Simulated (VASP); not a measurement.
## Si2Mo: single point with PBE+U

Si2Mo:

```
CELL_PARAMETERS angstrom
-1.60000 1.60000 3.93050
1.60000 -1.60000 3.93050
1.60000 1.60000 -3.93050
ATOMIC_POSITIONS crystal
Mo 0.00000 0.00000 0.00000
Si 0.66700 0.66700 0.00000
Si 0.33300 0.33300 0.00000
```

```yaml
Program: VASP 6.6.1
Task: single point
Functional: PBE
Potentials_or_basis: VASP PAW PBE potentials, release 64 (Mo_sv, Si)
Cutoff: 520 eV
k_mesh: 12 × 12 × 12
Occupations: fermi-dirac, width 0.05 eV
Spin: no spin polarisation
Hubbard_terms: Mo d U = 3.0 eV
Dipole_correction: no
k_mesh_for_the_DOS: 18 × 18 × 18
Occupations_for_the_DOS: tetrahedron
Further_INCAR_settings: ALGO = Normal; EDIFF = 1e-07; NBANDS = 18
```

* Valence electrons inside the program's atomic spheres: Mo 12.63; Si 1.62

Levels at points of the mesh, in eV from the Fermi level:
| k point | band 7 | band 8 | band 9 | band 10 | band 11 | band 12 | band 13 | band 14 | band 15 | band 16 |
| --- | --- | --- | --- | --- | --- | --- | --- | --- | --- | --- |
| (0.00, 0.00, 0.00) | -3.50 | -2.70 | -2.70 | -2.70 | 0.30 | 3.03 | 3.08 | 3.59 | 3.59 | 4.23 |
| (0.50, 0.00, 0.00) | -4.88 | -4.51 | -2.59 | -2.48 | -0.58 | 2.59 | 2.99 | 4.05 | 4.22 | 5.43 |
| (0.50, 0.50, 0.00) | -5.74 | -5.31 | -4.48 | -3.11 | -1.20 | 2.76 | 2.88 | 2.97 | 3.19 | 4.75 |
| (0.50, 0.50, 0.50) | -3.22 | -2.14 | -0.64 | -0.64 | -0.56 | -0.56 | 0.43 | 4.58 | 5.17 | 5.98 |

Eigenvalues of the final occupation matrices:
```tsv
site	spin	trace	eigenvalues
site 1 d	1	2.09	0.30 0.36 0.47 0.47 0.49
site 1 d	2	2.09	0.30 0.36 0.47 0.47 0.49
```

Run time: 2.5 min on 1 thread of Intel(R) Xeon(R) 6975P-C (Granite Rapids), on a shared host, peak memory 0.45 GiB.

Caveat: U without spin polarisation on a metal has little footing; the U is typed as a test and isn't derived for this compound.
